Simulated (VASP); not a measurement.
A run of VASP 6.6.1 is set up as follows.

Contents of INCAR:

```
PREC     = Accurate       # precision mode
ENCUT    = 520            # plane-wave cutoff, eV
EDIFF    = 1E-6           # SCF threshold, eV
ISMEAR   = 0              # smearing method
SIGMA    = 0.01           # smearing width, eV
LREAL    = False          # projectors in reciprocal space
LASPH    = True           # aspherical terms in the spheres
NELM     = 80             # most SCF steps
ALGO     = Normal         # electronic algorithm
ISIF     = 2              # what is computed and relaxed
LWAVE    = False          # write WAVECAR
LCHARG   = True           # write CHGCAR
GGA      = PS             # functional
LELF     = True           # ELF
LVHAR    = True         
NBANDS   = 15             # bands
```

File KPOINTS:

```
Automatic mesh
0
Gamma
  8 8 8
```

File POSCAR:

```
CaSe
1.0
    2.7509506774      2.7509506774      0.0000000000
   -2.7509506774      2.7509506774      0.0000000000
    0.0000000000      2.7509506774      2.7509506774
Ca Se
1 1
Direct
    0.0000000000      0.0000000000      0.0000000000
    0.5000000000      0.5000000000      0.0000000000
```

Potentials or basis: VASP PAW PBE potentials, release 64 (Ca_sv, Se).

Run with:

```sh
$ cat potpaw_PBE.64/Ca_sv/POTCAR potpaw_PBE.64/Se/POTCAR > POTCAR
$ mpirun -np 1 vasp_std > vasp.out
```

Task: Estimate the pressure.

Result: 15.4 GPa.

Task: Predict the band gap on the k mesh.

Result: 1.22 eV (least direct gap 2.37 eV).

Caveat: the cell stands under pressure; the PAW data sets were made with another functional, which shifts forces and pressure a little. A k mesh can miss the band edges.
